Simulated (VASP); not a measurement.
Write the native input for VASP 6.6.1 that does the following.

* Task: single point
* Functional: PBEsol
* Potentials or basis: VASP PAW PBE potentials, release 64 (Sc_sv)
* Cutoff: 520 eV
* k mesh: 15 × 15 × 10
* Occupations: gaussian, width 0.15 eV
* Spin: no spin polarisation
* Dipole correction: no
* Further INCAR settings: ALGO = Normal; EDIFF = 1e-07; NBANDS = 18

The structure of Sc lies in POSCAR:

```
Sc
1.0
    3.2769240353      0.0000000000      0.0000000000
   -1.6384620176      2.8378994608      0.0000000000
    0.0000000000      0.0000000000      4.8791000000
Sc
2
Direct
    0.3333333333      0.6666666667      0.2500000000
    0.6666666667      0.3333333333      0.7500000000
```

These files were run (other wordings do the same):

INCAR

```
PREC = Accurate ; ENCUT = 520
EDIFF = 1E-7 ; ISMEAR = 0
SIGMA = 0.15 ; LREAL = False
LASPH = True ; NELM = 60
ALGO = Normal ; ISIF = 2
LWAVE = False ; LCHARG = False
GGA = PS ; NBANDS = 18
```

KPOINTS

```
Automatic mesh
0
Gamma
  15 15 10
```

Potentials or basis: VASP PAW PBE potentials, release 64 (Sc_sv).

Command:

```console
$ cat potpaw_PBE.64/Sc_sv/POTCAR > POTCAR
$ mpirun -np 1 vasp_std > vasp.out
```

It gave:

```yaml
Pressure: 2.5 GPa
Band_gap_on_the_k_mesh: zero (bands 11 and 12 overlap by 1.86 eV)
```

Caveat: the PAW data sets were made with another functional, which shifts forces and pressure a little.

Wall time 2.3 min on 1 thread of Intel Xeon 8259CL (shared host), peak memory 0.23 GiB.
